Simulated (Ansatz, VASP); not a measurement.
# Two plane-wave programs on V

```xyz
2
Lattice="2.6011 0.0000 0.0000 -1.3005 2.2526 0.0000 0.0000 0.0000 4.6633" Properties=species:S:1:pos:R:3 pbc="T T T"
V     0.0000    1.5017    1.1658
V     1.3005    0.7509    3.4975
```

Alike in both runs: functional r2SCAN; k mesh 13 × 13 × 7; occupations fermi-dirac, width 0.1 eV; no spin polarisation.

Ansatz relaxed the structure, and its values are those at the end. VASP's run is a single point on that final structure, the one shown.

|  | VASP | Ansatz |
| --- | --- | --- |
| version | VASP 6.6.1 | Ansatz 0.2.0 |
| potentials or method | VASP PAW PBE potentials, release 64 (V_sv), cutoff 520 eV | plane waves (500 eV) with PAW, scalar-relativistic |
| valence electrons in the cell | 26 | 26 |

```csv
,VASP,Ansatz,Ansatz less VASP
pressure (GPa),0.6,0.0,-0.63
```

VASP's potentials were made for PBE, not for r2SCAN. The functional is the same, so the differences come from potentials, cutoffs and numerics.
